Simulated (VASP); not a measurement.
# TiO2 (P2_1/c) in VASP: single point with LDA

Aim: the single point of TiO2 with LDA.

Everything below comes from runs of VASP 6.6.1. Logs are shortened: lines on timing, memory, paths and dates and some standing lists are left out, and cuts for length are marked.

## 1. The cell of the first run

The structure is monoclinic, space group P2_1/c (No. 14). The conventional cell has a = 4.813 Å, b = 4.872 Å, c = 5.041 Å, α = 90.00°, β = 99.86°, γ = 90.00°. Ti (site symmetry 1) has 7 O at 1.88 to 2.20 Å within 2.5 Å. Within 2.5 Å of O (site symmetry 1) lie 3 Ti at 1.88 to 2.03 Å and 2 O at 2.41 to 2.43 Å. O (site symmetry 1) has 4 Ti at 2.00 to 2.20 Å and 8 O at 2.41 to 2.80 Å within 2.8 Å.

## 2. Single point, LDA

INCAR reads:

```
SYSTEM = TiO2
  PREC = Accurate
  ENCUT = 600
  EDIFF = 1E-6
  ISMEAR = -1
  SIGMA = 0.05
  LREAL = .FALSE.
  LASPH = .TRUE.
  NELM = 120
  ALGO = Normal
  ISIF = 2
  LWAVE = .FALSE.
  LCHARG = .FALSE.
  NBANDS = 60
  GGA_COMPAT = .FALSE.
```

KPOINTS reads:

```
Automatic mesh
0
G
  6 6 6
  0 0 0
```

POSCAR reads:

```
TiO2
1.0
    4.8126997814      0.0000000000      0.0000000000
    0.0000000000      4.8718844600      0.0000000000
   -0.8628854487      0.0000000000      4.9665942755
Ti O
4 8
Direct
    0.2774352600      0.0528083600      0.2131482700
    0.7225647400      0.5528083600      0.2868517300
    0.7225647400      0.9471916400      0.7868517300
    0.2774352600      0.4471916400      0.7131482700
    0.0638382200      0.1769655200      0.8515567400
    0.9361617800      0.6769655200      0.6484432600
    0.9361617800      0.8230344800      0.1484432600
    0.0638382200      0.3230344800      0.3515567400
    0.4453609900      0.7576317400      0.4667718600
    0.5546390100      0.2576317400      0.0332281400
    0.5546390100      0.2423682600      0.5332281400
    0.4453609900      0.7423682600      0.9667718600
```

Potentials or basis: VASP PAW LDA potentials, release 64 (Ti_sv, O).

The run is started by

```
$ cat potpaw_LDA.64/Ti_sv/POTCAR potpaw_LDA.64/O/POTCAR > POTCAR
$ mpirun -np 1 vasp_std > vasp.out
```

OUTCAR:

```text
SYSTEM = TiO2
   PREC = Accurate
   ENCUT = 600
   EDIFF = 1E-6
   ISMEAR = -1
   LREAL = .FALSE.
   LASPH = .TRUE.
   NELM = 120
   ISIF = 2

 ion  position               nearest neighbor table
   1  0.277  0.053  0.213-   8 1.88   7 1.97   9 2.00  10 2.00   5 2.03  11 2.12  12 2.20
   2  0.723  0.553  0.287-   7 1.88   8 1.97  10 2.00   9 2.00   6 2.03  12 2.12  11 2.20
   3  0.723  0.947  0.787-   6 1.88   5 1.97  11 2.00  12 2.00   7 2.03   9 2.12  10 2.20
   4  0.277  0.447  0.713-   5 1.88   6 1.97  12 2.00  11 2.00   8 2.03  10 2.12   9 2.20
   5  0.064  0.177  0.852-   4 1.88   3 1.97   1 2.03
   6  0.936  0.677  0.648-   3 1.88   4 1.97   2 2.03
   7  0.936  0.823  0.148-   2 1.88   1 1.97   3 2.03
   8  0.064  0.323  0.352-   1 1.88   2 1.97   4 2.03
   9  0.445  0.758  0.467-   1 2.00   2 2.00   3 2.12   4 2.20
  10  0.555  0.258  0.033-   2 2.00   1 2.00   4 2.12   3 2.20
  11  0.555  0.242  0.533-   3 2.00   4 2.00   1 2.12   2 2.20
  12  0.445  0.742  0.967-   4 2.00   3 2.00   2 2.12   1 2.20

  LATTYP: Found a simple monoclinic cell.
 ALAT       =     4.8126997814
 B/A-ratio  =     1.0122976045
 C/A-ratio  =     1.0474359860
 COS(beta)  =    -0.1711736391

  Lattice vectors:

 A1 = (   4.8126997814,   0.0000000000,   0.0000000000)
 A2 = (   0.0000000000,   4.8718844600,   0.0000000000)
 A3 = (  -0.8628854487,   0.0000000000,   4.9665942755)

Analysis of symmetry for initial positions (statically):
=====================================================================
 Subroutine PRICEL returns:
 Original cell was already a primitive cell.

 Routine SETGRP: Setting up the symmetry group for a
 simple monoclinic supercell.

 Subroutine GETGRP returns: Found  4 space group operations
 (whereof  2 operations were pure point group operations)
 out of a pool of  4 trial point group operations.

The static configuration has the point symmetry S_2 .
 The point group associated with its full space group is C_2h.

Analysis of symmetry for dynamics (positions and initial velocities):
=====================================================================
 Subroutine PRICEL returns:
 Original cell was already a primitive cell.

 Routine SETGRP: Setting up the symmetry group for a
 simple monoclinic supercell.

 Subroutine GETGRP returns: Found  4 space group operations
 (whereof  2 operations were pure point group operations)
 out of a pool of  4 trial point group operations.

The dynamic configuration has the point symmetry S_2 .
 The point group associated with its full space group is C_2h.

 Subroutine INISYM returns: Found  4 space group operations
 (whereof  2 operations are pure point group operations),
[... 130 lines left out ...]
   EFERMI =   0.00;   METHOD = LEGACY
   ISMEAR =    -1;   SIGMA  =   0.05  broadening in eV -4-tet -1-fermi 0-gaus
   EFERMI_NEDOS =   21; number of points for ismear=-14 and -15
   IALGO  =     38    algorithm
   IMIX   =      4    mixing-type and parameters
     AMIX     =   0.40;   BMIX     =  1.00
     AMIX_MAG =   1.60;   BMIX_MAG =  1.00
  volume/ion in A,a.u.               =       9.70        65.49
  Fermi-wavevector in a.u.,A,eV,Ry     =   1.535031  2.900788 32.059674  2.356320
  Thomas-Fermi vector in A             =   2.641876
   LORBIT       =      0    0 simple, 1 ext, 2 COOP (PROOUT), +10 PAW based schemes
   GGA     = CA    functional components
   LHFCALC =     F    Hartree Fock is set to
   AEXX    =    0.0000 exact exchange contribution
   IVDW    =     0    specifies the selected vdW correction
   LEPSILON=     F    determine dielectric tensor
   LRPA    =     F    only Hartree local field effects (RPA)
 non-spin polarized calculation
  energy-cutoff  :      600.00
  volume of cell :      116.45
 maximum number of plane-waves:      3926
 NGX is ok and might be reduce to    40
   NGX = 19   NGY = 19   NGZ = 21

 number of electron      95.9999998 magnetization

 Free energy of the ion-electron system (eV)
  ---------------------------------------------------
  ext. energy  EPLUGINS =         0.00000000
  ---------------------------------------------------
  free energy    TOTEN  =      -117.60066804 eV

  energy without entropy =     -117.60066804  energy(sigma->0) =     -117.60066804

 E-fermi :   6.4568     XC(G=0): -12.4254

 val. band max:        5.3665965501   @ k =   0.0000   0.0000   0.0000
 cond. band min:       7.5580780450   @ k =   0.5000   0.0000  -0.0000
 fundamental gap:      2.1914814949
 Fermi energy:         6.4568466964

 k-point     1 :       0.0000    0.0000    0.0000
  band No.  band energies     occupation
      1     -50.5751      2.00000
      2     -50.5359      2.00000
      3     -50.5349      2.00000
      4     -50.5330      2.00000
      5     -27.4153      2.00000
      6     -27.3852      2.00000
[... 1501 lines left out ...]
     59       9.8199      0.00000
     60       9.9421      0.00000

 [... further k-points ...]

------------------------ aborting loop because EDIFF is reached ----------------------------------------

  FORCE on cell =-STRESS in cart. coord.  units (eV):
  Direction    XX          YY          ZZ          XY          YZ          ZX
  --------------------------------------------------------------------------------------
  -------------------------------------------------------------------------------------
  Total       -7.0250889     -6.9836401     -6.9026111      0.0000000      0.0000000     -0.5319841
  in kB      -96.6535860    -96.0833189    -94.9684949      0.0000000      0.0000000     -7.3192195
  external PRESSURE =     -95.9017999 kB  Pullay stress =       0.0000000 kB

 VOLUME and BASIS-vectors are now :
 -----------------------------------------------------------------------------
  energy-cutoff  :      600.00
  volume of cell :      116.45
      direct lattice vectors                 reciprocal lattice vectors
     4.812699781  0.000000000  0.000000000     0.207783582  0.000000000  0.036099874
     0.000000000  4.871884460  0.000000000     0.000000000  0.205259383  0.000000000
    -0.862885449  0.000000000  4.966594276     0.000000000  0.000000000  0.201345217

 POSITION                                       TOTAL-FORCE (eV/Angst)
 -----------------------------------------------------------------------------------
      1.15129      0.25728      1.05862        -0.010480      0.111475      0.039569
      3.22997      2.69322      1.42468         0.010480      0.111475     -0.039569
      2.79852      4.61461      3.90797         0.010480     -0.111475     -0.039569
      0.71985      2.17867      3.54192        -0.010480     -0.111475      0.039569
     -0.42756      0.86216      4.22934         0.027883     -0.008659     -0.001105
      3.94593      3.29810      3.22055        -0.027883     -0.008659      0.001105
      4.37738      4.00973      0.73726        -0.027883      0.008659      0.001105
      0.00388      1.57379      1.74604         0.027883      0.008659     -0.001105
      1.74062      3.69109      2.31827         0.092730      0.036475     -0.006944
      2.64064      1.25515      0.16503        -0.092730      0.036475      0.006944
      2.20920      1.18079      2.64833        -0.092730     -0.036475      0.006944
      1.30918      3.61673      4.80156         0.092730     -0.036475     -0.006944
 -----------------------------------------------------------------------------------
    total drift:                               -0.000000     -0.000000      0.000000

  FREE ENERGIE OF THE ION-ELECTRON SYSTEM (eV)
  ---------------------------------------------------
  free  energy   TOTEN  =      -117.6006680381 eV

  energy  without entropy=     -117.6006680381  energy(sigma->0) =     -117.60066804
```

stdout:

```text
POSCAR found type information on POSCAR TiO
 POSCAR found :  2 types and      12 ions
 scaLAPACK will be used
 LDA part: xc-table for (Slater(with rela. corr.)+CA(PZ))
 , standard interpolation
 POSCAR, INCAR and KPOINTS ok, starting setup
 FFT: planning ... GRIDC
 FFT: planning ... GRID_SOFT
 FFT: planning ... GRID
 WAVECAR not read
 entering main loop
```

Run time: 15 min. Hardware: 1 thread of Oxide Virtual Turin-like, shared host; peak memory 0.51 GiB.

Results:

```yaml
Free_energy: -117.6007 eV
Pressure: -9.6 GPa
Largest_force: 0.119 eV/Å
Band_gap_on_the_k_mesh: 2.19 eV (least direct gap 2.26 eV)
```

Forces in eV/Å, atoms in the order of the input:
```
Ti  -0.010  0.111  0.040
Ti   0.010  0.111 -0.040
Ti   0.010 -0.111 -0.040
Ti  -0.010 -0.111  0.040
O    0.028 -0.009 -0.001
O   -0.028 -0.009  0.001
O   -0.028  0.009  0.001
O    0.028  0.009 -0.001
O    0.093  0.036 -0.007
O   -0.093  0.036  0.007
O   -0.093 -0.036  0.007
O    0.093 -0.036 -0.007
```

Caveat: the cell stands under tension.
